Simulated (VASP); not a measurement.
# S (Fm-3m) in VASP: further runs

The runs below take S through single point, with LDA.

Everything below comes from runs of VASP 6.6.1. Logs are shortened: lines on timing, memory, paths and dates and some standing lists are left out, and cuts for length are marked.

### 1 The cell of the first run

The structure is cubic, space group Fm-3m (No. 225). The conventional cell has a = 3.089 Å, b = 3.089 Å, c = 3.089 Å, α = 90.00°, β = 90.00°, γ = 90.00°. Within 2.9 Å of S (site symmetry m-3m) lie 12 S at 2.18 Å.

### 2 Single point, LDA (volume scaled by 0.5)

Input file INCAR:

```
  PREC = Accurate
  ENCUT = 520
  EDIFF = 1E-7
  ISMEAR = -1
  SIGMA = 0.08
  LREAL = False
  LASPH = True
  NELM = 60
  ALGO = Normal
  ISIF = 2
  LWAVE = False
  LCHARG = False
  NBANDS = 9
```

Input file KPOINTS:

```
regular mesh
0
Gamma
  16 16 16
```

Input file POSCAR:

```
S
1.0
    0.0000000000      1.5443299915      1.5443299915
    1.5443299915      0.0000000000      1.5443299915
    1.5443299915      1.5443299915      0.0000000000
S
1
Direct
    0.0000000000      0.0000000000      0.0000000000
```

Potentials or basis: VASP PAW LDA potentials, release 64 (S).

Command:

```sh
$ cat potpaw_LDA.64/S/POTCAR > POTCAR
$ mpirun -np 1 vasp_std > vasp.out
```

OUTCAR:

```text
PREC = Accurate
   ENCUT = 520
   EDIFF = 1E-7
   ISMEAR = -1
   LREAL = False
   LASPH = True
   NELM = 60
   ISIF = 2

 ion  position               nearest neighbor table
   1  0.000  0.000  0.000-

  LATTYP: Found a face centered cubic cell.
 ALAT       =     3.0886599830

  Lattice vectors:

 A1 = (   0.0000000000,   1.5443299915,   1.5443299915)
 A2 = (   1.5443299915,   0.0000000000,   1.5443299915)
 A3 = (   1.5443299915,   1.5443299915,   0.0000000000)

Analysis of symmetry for initial positions (statically):
=====================================================================
 Subroutine PRICEL returns:
 Original cell was already a primitive cell.

 Routine SETGRP: Setting up the symmetry group for a
 face centered cubic supercell.

 Subroutine GETGRP returns: Found 48 space group operations
 (whereof 48 operations were pure point group operations)
 out of a pool of 48 trial point group operations.

The static configuration has the point symmetry O_h .

Analysis of symmetry for dynamics (positions and initial velocities):
=====================================================================
 Subroutine PRICEL returns:
 Original cell was already a primitive cell.

 Routine SETGRP: Setting up the symmetry group for a
 face centered cubic supercell.

 Subroutine GETGRP returns: Found 48 space group operations
 (whereof 48 operations were pure point group operations)
 out of a pool of 48 trial point group operations.

The dynamic configuration has the point symmetry O_h .

 Subroutine INISYM returns: Found 48 space group operations
 (whereof 48 operations are pure point group operations),
 and found     1 'primitive' translations

----------------------------------------------------------------------------------------

                                     Primitive cell

  volume of cell :       7.3663

  direct lattice vectors                    reciprocal lattice vectors
     0.000000000  1.544329991  1.544329991    -0.323765000  0.323765000  0.323765000
     1.544329991  0.000000000  1.544329991     0.323765000 -0.323765000  0.323765000
     1.544329991  1.544329991  0.000000000     0.323765000  0.323765000 -0.323765000

  length of vectors
     2.184012419  2.184012419  2.184012419     0.560777430  0.560777430  0.560777430

  position of ions in fractional coordinates (direct lattice)
     0.000000000  0.000000000  0.000000000

  ion indices of the primitive-cell ions
   primitive index   ion index
                 1           1

----------------------------------------------------------------------------------------

 KPOINTS: regular mesh

Automatic generation of k-mesh.
 Grid dimensions read from file:
 generate k-points for:   16   16   16

 Generating k-lattice:

  Cartesian coordinates                     Fractional coordinates (reciprocal lattice)
    -0.020235313  0.020235313  0.020235313     0.062500000  0.000000000  0.000000000
     0.020235313 -0.020235313  0.020235313     0.000000000  0.062500000  0.000000000
     0.020235313  0.020235313 -0.020235313     0.000000000  0.000000000  0.062500000

  Length of vectors
     0.035048589  0.035048589  0.035048589

  Shift w.r.t. Gamma in fractional coordinates (k-lattice)
     0.000000000  0.000000000  0.000000000

 Subroutine IBZKPT returns following result:
 ===========================================

 Found    145 irreducible k-points:

 Following reciprocal coordinates:
            Coordinates               Weight
  0.000000  0.000000  0.000000      1.000000
  0.062500  0.000000  0.000000      8.000000
  0.125000  0.000000  0.000000      8.000000
  0.187500  0.000000  0.000000      8.000000
  0.250000  0.000000  0.000000      8.000000
  0.312500  0.000000  0.000000      8.000000
[... 16 lines left out ...]
 -0.125000  0.062500  0.000000     24.000000
 -0.062500  0.062500  0.000000     12.000000
 [... further k-points ...]
   k-points           NKPTS =    145   k-points in BZ     NKDIM =    145   number of bands    NBANDS=      9
   number of dos      NEDOS =    301   number of ions     NIONS =      1
   total plane-waves  NPLWV =   4096
   dimension x,y,z NGX =    16 NGY =   16 NGZ =   16
   dimension x,y,z NGXF=    32 NGYF=   32 NGZF=   32
   ions per type =               1
   NGX,Y,Z   is equivalent  to a cutoff of  12.18, 12.18, 12.18 a.u.
   NGXF,Y,Z  is equivalent  to a cutoff of  24.36, 24.36, 24.36 a.u.
 SYSTEM =  unknown system
   PREC   = accura    normal or accurate (medium, high low for compatibility)
   ISTART =      0    job   : 0-new  1-cont  2-samecut
   ICHARG =      2    charge: 1-file 2-atom 10-const
   ISPIN  =      1    spin polarized calculation?
   LNONCOLLINEAR =      F non collinear calculations
   LSORBIT =      F    spin-orbit coupling
   LASPH  =      T    aspherical Exc in radial PAW
   ENCUT  =  520.0 eV  38.22 Ry    6.18 a.u.   4.06  4.06  4.06*2*pi/ulx,y,z
   NELM   =     60;   NELMIN=  2; NELMDL= -5     # of ELM steps
   EDIFF  = 0.1E-06   stopping-criterion for ELM
   LREAL  =      F    real-space projection
   EDIFFG = 0.1E-05   stopping-criterion for IOM
   NSW    =      0    number of steps for IOM
   IBRION =     -1    ionic relax: 0-MD 1-quasi-New 2-CG
   NFREE  =      0    steps in history (QN), initial steepest desc. (CG)
   ISIF   =      2    stress and relaxation
   ISYM   =      2    0-nonsym 1-usesym 2-fastsym
   POTIM  = 0.5000    time-step for ionic-motion
   TEBEG  =    0.0;   TEEND  =   0.0 temperature during run
   PSTRESS=    0.0 pullay stress
   NELECT =       6.0000    total number of electrons
   NUPDOWN=      -1.0000    fix difference up-down
   EMIN   =  10.00;   EMAX   =-10.00  energy-range for DOS
   EFERMI =   0.00;   METHOD = LEGACY
   ISMEAR =    -1;   SIGMA  =   0.08  broadening in eV -4-tet -1-fermi 0-gaus
   EFERMI_NEDOS =   21; number of points for ismear=-14 and -15
   IALGO  =     38    algorithm
   IMIX   =      4    mixing-type and parameters
     AMIX     =   0.40;   BMIX     =  1.00
     AMIX_MAG =   1.60;   BMIX_MAG =  1.00
  volume/ion in A,a.u.               =       7.37        49.71
  Fermi-wavevector in a.u.,A,eV,Ry     =   1.528886  2.889176 31.803521  2.337493
  Thomas-Fermi vector in A             =   2.636583
   LORBIT       =      0    0 simple, 1 ext, 2 COOP (PROOUT), +10 PAW based schemes
   GGA     = CA    functional components
   LHFCALC =     F    Hartree Fock is set to
   AEXX    =    0.0000 exact exchange contribution
   IVDW    =     0    specifies the selected vdW correction
   LEPSILON=     F    determine dielectric tensor
   LRPA    =     F    only Hartree local field effects (RPA)
 non-spin polarized calculation
  energy-cutoff  :      520.00
  volume of cell :        7.37
 maximum number of plane-waves:       210
   NGX =  9   NGY =  9   NGZ =  9

 number of electron       5.9999998 magnetization

 Free energy of the ion-electron system (eV)
  ---------------------------------------------------
  ext. energy  EPLUGINS =         0.00000000
  ---------------------------------------------------
  free energy    TOTEN  =        -0.25879718 eV

  energy without entropy =       -0.25152032  energy(sigma->0) =       -0.25515875

 E-fermi :  22.6586     XC(G=0): -15.0815

 val. band max:       22.5606429869   @ k =  -0.1250   0.1875   0.0625
 cond. band min:      22.6617930465   @ k =  -0.3750   0.3750   0.0000
 fundamental gap:      0.1011500597
 Fermi energy:        22.6585800904

 k-point     1 :       0.0000    0.0000    0.0000
  band No.  band energies     occupation
      1      -5.1946      2.00000
      2      32.6070      0.00000
      3      32.6070      0.00000
      4      32.6070      0.00000
      5      34.9187      0.00000
      6      34.9187      0.00000
      7      34.9187      0.00000
      8      44.3766      0.00000
      9      45.3502      0.00000

 k-point     2 :       0.0625    0.0000    0.0000
  band No.  band energies     occupation
      1      -5.0219      2.00000
      2      30.1225      0.00000
      3      31.9340      0.00000
      4      31.9340      0.00000
      5      35.7968      0.00000
      6      35.7968      0.00000
      7      36.1293      0.00000
      8      44.6130      0.00000
      9      44.6130      0.00000

 k-point     3 :       0.1250    0.0000    0.0000
  band No.  band energies     occupation
      1      -4.5044      2.00000
      2      26.3024      0.00000
      3      30.9179      0.00000
      4      30.9179      0.00000
      5      36.8422      0.00000
      6      37.2634      0.00000
      7      37.2634      0.00000
      8      43.2170      0.00000
      9      43.2170      0.00000

 k-point     4 :       0.1875    0.0000    0.0000
  band No.  band energies     occupation
      1      -3.6444      2.00000
      2      22.3620      1.95211
      3      30.0658      0.00000
      4      30.0658      0.00000
      5      37.0181      0.00000
      6      37.9424      0.00000
      7      37.9424      0.00000
      8      42.8116      0.00000
      9      42.8116      0.00000
[... 205 lines left out ...]
 k-point    22 :      -0.1875    0.0625    0.0000
  band No.  band energies     occupation
      1      -3.1296      2.00000
      2      21.1872      2.00000
      3      27.1919      0.00000
      4      31.3577      0.00000
      5      36.6325      0.00000
      6      37.6443      0.00000
      7      38.7641      0.00000
      8      41.1962      0.00000
      9      44.1387      0.00000

 k-point    23 :      -0.1250    0.0625    0.0000
  band No.  band energies     occupation
      1      -4.1027      2.00000
      2      25.0775      0.00000
      3      27.9424      0.00000
      4      32.1660      0.00000
      5      36.3518      0.00000
      6      37.3114      0.00000
      7      39.1725      0.00000
      8      41.1500      0.00000
      9      43.5410      0.00000

 k-point    24 :      -0.0625    0.0625    0.0000
  band No.  band energies     occupation
      1      -4.7343      2.00000
      2      28.8153      0.00000
      3      29.0446      0.00000
      4      32.6706      0.00000
      5      35.3777      0.00000
      6      36.6146      0.00000
      7      38.0077      0.00000
      8      42.7895      0.00000
      9      44.4138      0.00000

 [... further k-points ...]
[... 5 lines left out ...]
  --------------------------------------------------------------------------------------
  -------------------------------------------------------------------------------------
  Total       11.9505492     11.9505492     11.9505492     -0.0000000     -0.0000000      0.0000000
  in kB     2599.2504916   2599.2504916   2599.2504916     -0.0000000     -0.0000000      0.0000000
  external PRESSURE =    2599.2504916 kB  Pullay stress =       0.0000000 kB

 VOLUME and BASIS-vectors are now :
 -----------------------------------------------------------------------------
  energy-cutoff  :      520.00
  volume of cell :        7.37
      direct lattice vectors                 reciprocal lattice vectors
     0.000000000  1.544329991  1.544329991    -0.323765000  0.323765000  0.323765000
     1.544329991  0.000000000  1.544329991     0.323765000 -0.323765000  0.323765000
     1.544329991  1.544329991  0.000000000     0.323765000  0.323765000 -0.323765000

 POSITION                                       TOTAL-FORCE (eV/Angst)
 -----------------------------------------------------------------------------------
      0.00000      0.00000      0.00000         0.000000     -0.000000      0.000000
 -----------------------------------------------------------------------------------
    total drift:                               -0.000000     -0.000000      0.000000

  FREE ENERGIE OF THE ION-ELECTRON SYSTEM (eV)
  ---------------------------------------------------
  free  energy   TOTEN  =        -0.2587971768 eV

  energy  without entropy=       -0.2515203244  energy(sigma->0) =       -0.25515875
```

It took 2.1 s on 1 thread of Intel Xeon 6975P-C, shared host; peak memory 0.11 GiB.

Results:

```
Free energy            : -0.2588 eV
Pressure               : 259.9 GPa
Band gap on the k mesh : zero (band 3 reaches 32.61 eV, above the bottom of band 4 at 14.38 eV)
```

### 3 Single point, LDA (volume scaled by 0.6)

Input file INCAR:

```
  PREC = Accurate
  ENCUT = 520
  EDIFF = 1E-6
  ISMEAR = -1
  SIGMA = 0.08
  LREAL = F
  LASPH = T
  NELM = 100
  ALGO = Normal
  ISIF = 2
  LWAVE = F
  LCHARG = T
  LELF = T
  LVHAR = T
  NBANDS = 9
```

Input file KPOINTS:

```
Automatic mesh
0
Gamma
  16 16 16
```

Input file POSCAR:

```
S
1.0
    0.0000000000      1.6410954991      1.6410954991
    1.6410954991      0.0000000000      1.6410954991
    1.6410954991      1.6410954991      0.0000000000
S
1
Direct
    0.0000000000      0.0000000000      0.0000000000
```

Potentials or basis: VASP PAW LDA potentials, release 64 (S).

Command:

```sh
$ cat potpaw_LDA.64/S/POTCAR > POTCAR
$ mpirun -np 1 vasp_std > vasp.out
```

Run time: 4.3 s. Hardware: 1 thread of Intel Xeon 6975P-C, shared host; peak memory 0.12 GiB.

It converged, with:

| Quantity | Value |
| --- | --- |
| Free energy | -2.0232 eV |
| Pressure | 137.3 GPa |
| Band gap on the k mesh | zero (band 3 reaches 25.91 eV, above the bottom of band 4 at 11.73 eV) |

Levels at points of the mesh, in eV from the Fermi level:
```csv
k point,band 1,band 2,band 3,band 4,band 5,band 6,band 7,band 8
"(0.00, 0.00, 0.00)",-24.57,7.69,7.69,7.69,12.22,12.22,12.22,21.10
"(0.50, 0.00, 0.00)",-15.83,-14.04,4.72,4.72,10.92,10.92,12.87,19.00
"(0.50, 0.50, 0.00)",-12.10,-11.79,-1.44,-1.44,2.36,4.51,28.86,31.13
```
